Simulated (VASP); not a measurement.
# KCl (P4/mmm) in VASP: a series of runs

Runs on KCl. Level: PBE. Tasks: single point.

All numbers are computed with VASP 6.6.1; they aren't measurements. Logs are shortened: lines on timing, memory, paths and dates and some standing lists are left out, and cuts for length are marked.

### Step 1. The cell of the first run

Symmetry: P4/mmm, No. 123, tetragonal system. The conventional cell has a = 3.518 Å, b = 3.518 Å, c = 4.573 Å, α = 90.00°, β = 90.00°, γ = 90.00°. Within 4.6 Å of K (site symmetry 4/mmm) lie 8 Cl at 3.38 Å and 6 K at 3.52 to 4.57 Å. Cl (site symmetry 4/mmm) has 8 K at 3.38 Å and 6 Cl at 3.52 to 4.57 Å within 4.6 Å.

### Step 2. Single point, PBE

Input file INCAR:

```
SYSTEM = KCl
PREC = Accurate
ENCUT = 520
EDIFF = 1E-6
ISMEAR = 0
SIGMA = 0.05
LREAL = .False.
LASPH = .True.
NELM = 60
ALGO = Normal
ISIF = 2
LWAVE = .False.
LCHARG = .False.
GGA = PE
NBANDS = 15
```

Input file KPOINTS:

```
regular mesh
0
Gamma
  8 8 8
  0 0 0
```

Input file POSCAR:

```
KCl
1.0
    3.5177029827      0.0000000000      0.0000000000
    0.0000000000      3.5177029827      0.0000000000
    0.0000000000      0.0000000000      4.5730138775
K Cl
1 1
Direct
    0.0000000000      0.0000000000      0.0000000000
    0.5000000000      0.5000000000      0.5000000000
```

Potentials or basis: VASP PAW PBE potentials, release 64 (K_sv, Cl).

The run is started by

```bash
> cat potpaw_PBE.64/K_sv/POTCAR potpaw_PBE.64/Cl/POTCAR > POTCAR
> mpirun -np 1 vasp_std > vasp.out
```

OUTCAR:

```text
SYSTEM = KCl
   PREC = Accurate
   ENCUT = 520
   EDIFF = 1E-6
   ISMEAR = 0
   LREAL = .False.
   LASPH = .True.
   NELM = 60
   ISIF = 2
   GGA = PE

 ion  position               nearest neighbor table
   1  0.000  0.000  0.000-
   2  0.500  0.500  0.500-

  LATTYP: Found a simple tetragonal cell.
 ALAT       =     3.5177029827
 C/A-ratio  =     1.3000000000

  Lattice vectors:

 A1 = (   3.5177029827,   0.0000000000,   0.0000000000)
 A2 = (   0.0000000000,   3.5177029827,   0.0000000000)
 A3 = (   0.0000000000,   0.0000000000,   4.5730138775)

Analysis of symmetry for initial positions (statically):
=====================================================================
 Subroutine PRICEL returns:
 Original cell was already a primitive cell.

 Routine SETGRP: Setting up the symmetry group for a
 simple tetragonal supercell.

 Subroutine GETGRP returns: Found 16 space group operations
 (whereof 16 operations were pure point group operations)
 out of a pool of 16 trial point group operations.

The static configuration has the point symmetry D_4h.

Analysis of symmetry for dynamics (positions and initial velocities):
=====================================================================
 Subroutine PRICEL returns:
 Original cell was already a primitive cell.

 Routine SETGRP: Setting up the symmetry group for a
 simple tetragonal supercell.

 Subroutine GETGRP returns: Found 16 space group operations
 (whereof 16 operations were pure point group operations)
 out of a pool of 16 trial point group operations.

The dynamic configuration has the point symmetry D_4h.

 Subroutine INISYM returns: Found 16 space group operations
 (whereof 16 operations are pure point group operations),
 and found     1 'primitive' translations

----------------------------------------------------------------------------------------

                                     Primitive cell

  volume of cell :      56.5875

  direct lattice vectors                    reciprocal lattice vectors
     3.517702983  0.000000000  0.000000000     0.284276417  0.000000000  0.000000000
     0.000000000  3.517702983  0.000000000     0.000000000  0.284276417  0.000000000
     0.000000000  0.000000000  4.573013878     0.000000000  0.000000000  0.218674167

  length of vectors
     3.517702983  3.517702983  4.573013878     0.284276417  0.284276417  0.218674167

  position of ions in fractional coordinates (direct lattice)
     0.000000000  0.000000000  0.000000000
     0.500000000  0.500000000  0.500000000

  ion indices of the primitive-cell ions
   primitive index   ion index
                 1           1
                 2           2

[... 87 lines left out ...]
   EFERMI_NEDOS =   21; number of points for ismear=-14 and -15
   IALGO  =     38    algorithm
   IMIX   =      4    mixing-type and parameters
     AMIX     =   0.40;   BMIX     =  1.00
     AMIX_MAG =   1.60;   BMIX_MAG =  1.00
  volume/ion in A,a.u.               =      28.29       190.94
  Fermi-wavevector in a.u.,A,eV,Ry     =   1.074504  2.030517 15.708715  1.154558
  Thomas-Fermi vector in A             =   2.210334
   LORBIT       =      0    0 simple, 1 ext, 2 COOP (PROOUT), +10 PAW based schemes
   GGA     = PE    functional components
   LHFCALC =     F    Hartree Fock is set to
   AEXX    =    0.0000 exact exchange contribution
   IVDW    =     0    specifies the selected vdW correction
   LEPSILON=     F    determine dielectric tensor
   LRPA    =     F    only Hartree local field effects (RPA)
 non-spin polarized calculation
 Gauss-broadening in eV      SIGMA  =   0.05
  energy-cutoff  :      520.00
  volume of cell :       56.59
 maximum number of plane-waves:      1555
 NGX is ok and might be reduce to    28

 number of electron      16.0000000 magnetization

 Free energy of the ion-electron system (eV)
  ---------------------------------------------------
  ext. energy  EPLUGINS =         0.00000000
  ---------------------------------------------------
  free energy    TOTEN  =        -6.29400548 eV

  energy without entropy =       -6.29400548  energy(sigma->0) =       -6.29400548

 E-fermi :   0.2675     XC(G=0):  -8.0835

 val. band max:       -0.0276877361   @ k =   0.5000   0.0000   0.5000
 cond. band min:       3.2901461946   @ k =   0.0000   0.0000   0.0000
 fundamental gap:      3.3178339307
 Fermi energy:         0.2675091268

 k-point     1 :       0.0000    0.0000    0.0000
  band No.  band energies     occupation
      1     -29.2700      2.00000
      2     -13.1784      2.00000
      3     -12.6286      2.00000
      4     -12.5748      2.00000
      5     -12.5748      2.00000
      6      -1.5332      2.00000
      7      -0.2469      2.00000
      8      -0.2469      2.00000
      9       3.2901      0.00000
     10       5.9925      0.00000
     11       5.9997      0.00000
     12       9.4702      0.00000
     13       9.4702      0.00000
     14      10.5925      0.00000
[... 401 lines left out ...]
      2     -13.3742      2.00000
      3     -12.5967      2.00000
      4     -12.5530      2.00000
      5     -12.5027      2.00000
      6      -2.3001      2.00000
      7      -1.4591      2.00000
      8      -0.3854      2.00000
      9       6.3772      0.00000
     10       6.4838      0.00000
     11       8.0454      0.00000
     12       8.4027      0.00000
     13       9.0946      0.00000
     14       9.1412      0.00000
     15      11.1107      0.00000

 [... further k-points ...]

------------------------ aborting loop because EDIFF is reached ----------------------------------------

  FORCE on cell =-STRESS in cart. coord.  units (eV):
  Direction    XX          YY          ZZ          XY          YZ          ZX
  --------------------------------------------------------------------------------------
  -------------------------------------------------------------------------------------
  Total        1.4660003      1.4660003     -2.8473287      0.0000000      0.0000000      0.0000000
  in kB       41.5072342     41.5072342    -80.6171296      0.0000000      0.0000000      0.0000000
  external PRESSURE =       0.7991129 kB  Pullay stress =       0.0000000 kB

 VOLUME and BASIS-vectors are now :
 -----------------------------------------------------------------------------
  energy-cutoff  :      520.00
  volume of cell :       56.59
      direct lattice vectors                 reciprocal lattice vectors
     3.517702983  0.000000000  0.000000000     0.284276417  0.000000000  0.000000000
     0.000000000  3.517702983  0.000000000     0.000000000  0.284276417  0.000000000
     0.000000000  0.000000000  4.573013878     0.000000000  0.000000000  0.218674167

 POSITION                                       TOTAL-FORCE (eV/Angst)
 -----------------------------------------------------------------------------------
      0.00000      0.00000      0.00000         0.000000      0.000000      0.000000
      1.75885      1.75885      2.28651         0.000000      0.000000      0.000000
 -----------------------------------------------------------------------------------
    total drift:                               -0.000000      0.000000      0.000000

  FREE ENERGIE OF THE ION-ELECTRON SYSTEM (eV)
  ---------------------------------------------------
  free  energy   TOTEN  =        -6.2940054825 eV

  energy  without entropy=       -6.2940054825  energy(sigma->0) =       -6.29400548
```

It took 71 s on 1 thread of Intel Xeon 8259CL, shared host; peak memory 0.21 GiB.

Results:

```yaml
Free_energy: -6.2940 eV
Pressure: 0.1 GPa
Band_gap_on_the_k_mesh: 3.32 eV (least direct gap 3.54 eV)
```

Levels at points of the mesh, in eV from the valence-band top:
```tsv
k point	band 6	band 7	band 8	band 9	band 10	band 11
(0.00, 0.00, 0.00)	-1.51	-0.22	-0.22	3.32	6.02	6.03
(0.50, 0.00, 0.00)	-2.40	-1.45	-0.06	6.40	6.53	8.62
(0.50, 0.50, 0.00)	-1.75	-1.75	-1.01	5.06	6.02	6.86
(0.00, 0.00, 0.50)	-2.42	-0.27	-0.27	5.73	6.48	7.21
(0.50, 0.00, 0.50)	-2.06	-1.62	0.00	5.07	6.81	8.43
(0.50, 0.50, 0.50)	-1.91	-1.91	-1.63	7.04	7.88	8.29
```

 A k mesh can miss the band edges.

### Step 3. Single point, PBE

This run uses another cell than the first one, of the same volume but with other edges.

Input file INCAR:

```
SYSTEM = KCl
PREC = Accurate
ENCUT = 520
EDIFF = 1E-6
ISMEAR = 0
SIGMA = 0.05
LREAL = .FALSE.
LASPH = .TRUE.
NELM = 80
ALGO = Normal
ISIF = 2
LWAVE = .FALSE.
LCHARG = .TRUE.
GGA = PE
LELF = .TRUE.
LVHAR = .TRUE.
NBANDS = 15
```

Input file KPOINTS:

```
Automatic mesh
0
G
  8 8 8
  0 0 0
```

Input file POSCAR:

```
KCl
1.0
    3.9473988355      0.0000000000      0.0000000000
    0.0000000000      3.9473988355      0.0000000000
    0.0000000000      0.0000000000      3.6316069286
K Cl
1 1
Direct
    0.0000000000      0.0000000000      0.0000000000
    0.5000000000      0.5000000000      0.5000000000
```

Potentials or basis: VASP PAW PBE potentials, release 64 (K_sv, Cl).

The run is started by

```bash
> cat potpaw_PBE.64/K_sv/POTCAR potpaw_PBE.64/Cl/POTCAR > POTCAR
> mpirun -np 1 vasp_std > vasp.out
```

OUTCAR:

```text
SYSTEM = KCl
   PREC = Accurate
   ENCUT = 520
   EDIFF = 1E-6
   ISMEAR = 0
   LREAL = .FALSE.
   LASPH = .TRUE.
   NELM = 80
   ISIF = 2
   GGA = PE

 ion  position               nearest neighbor table
   1  0.000  0.000  0.000-
   2  0.500  0.500  0.500-

  LATTYP: Found a simple tetragonal cell.
 ALAT       =     3.9473988355
 C/A-ratio  =     0.9200000000

  Lattice vectors:

 A1 = (   3.9473988355,   0.0000000000,   0.0000000000)
[... 618 lines left out ...]

------------------------ aborting loop because EDIFF is reached ----------------------------------------

  FORCE on cell =-STRESS in cart. coord.  units (eV):
  Direction    XX          YY          ZZ          XY          YZ          ZX
  --------------------------------------------------------------------------------------
  -------------------------------------------------------------------------------------
  Total       -0.4372045     -0.4372045      0.8531487      0.0000000      0.0000000      0.0000000
  in kB      -12.3786809    -12.3786809     24.1554126      0.0000000      0.0000000      0.0000000
  external PRESSURE =      -0.2006497 kB  Pullay stress =       0.0000000 kB

 VOLUME and BASIS-vectors are now :
 -----------------------------------------------------------------------------
  energy-cutoff  :      520.00
  volume of cell :       56.59
      direct lattice vectors                 reciprocal lattice vectors
     3.947398836  0.000000000  0.000000000     0.253331381  0.000000000  0.000000000
     0.000000000  3.947398836  0.000000000     0.000000000  0.253331381  0.000000000
     0.000000000  0.000000000  3.631606929     0.000000000  0.000000000  0.275360197

 POSITION                                       TOTAL-FORCE (eV/Angst)
 -----------------------------------------------------------------------------------
      0.00000      0.00000      0.00000         0.000000      0.000000      0.000000
      1.97370      1.97370      1.81580         0.000000      0.000000      0.000000
 -----------------------------------------------------------------------------------
    total drift:                                0.000000      0.000000     -0.000000

  FREE ENERGIE OF THE ION-ELECTRON SYSTEM (eV)
  ---------------------------------------------------
  free  energy   TOTEN  =        -6.6198335418 eV

  energy  without entropy=       -6.6198335418  energy(sigma->0) =       -6.61983354
```

stdout:

```text
POSCAR found type information on POSCAR K Cl
 POSCAR found :  2 types and       2 ions
 scaLAPACK will be used
 LDA part: xc-table for (Slater+PW92), standard interpolation
 POSCAR, INCAR and KPOINTS ok, starting setup
 FFT: planning ... GRIDC
 FFT: planning ... GRID_SOFT
 FFT: planning ... GRID
 WAVECAR not read
 entering main loop
```

Run time: 95 s. Hardware: 1 thread of Intel Xeon 8259CL, shared host; peak memory 0.2 GiB.

Results:

* Free energy: -6.6198 eV
* Pressure: 0.0 GPa
* Band gap on the k mesh: 4.45 eV (least direct gap 4.60 eV)

Levels at points of the mesh, in eV from the valence-band top:
```csv
k point,band 4,band 5,band 6,band 7,band 8,band 9,band 10,band 11,band 12,band 13
"(0.00, 0.00, 0.00)",-11.79,-11.74,-0.62,-0.62,-0.15,4.45,6.10,6.49,9.95,10.55
"(0.50, 0.00, 0.00)",-11.72,-11.58,-2.03,-0.67,-0.16,7.32,7.36,7.94,10.00,10.27
"(0.50, 0.50, 0.00)",-11.97,-11.71,-1.48,-1.48,0.00,5.72,7.42,9.18,9.18,10.85
"(0.00, 0.00, 0.50)",-11.74,-11.71,-2.06,-0.56,-0.56,7.45,7.76,8.25,9.78,9.78
"(0.50, 0.00, 0.50)",-11.93,-11.72,-1.57,-1.36,-0.37,5.98,6.76,8.25,8.54,10.91
"(0.50, 0.50, 0.50)",-11.89,-11.89,-1.68,-1.52,-1.52,8.45,8.45,8.69,9.29,9.29
```

 A k mesh can miss the band edges.

(Continued in part 2 of 2.)
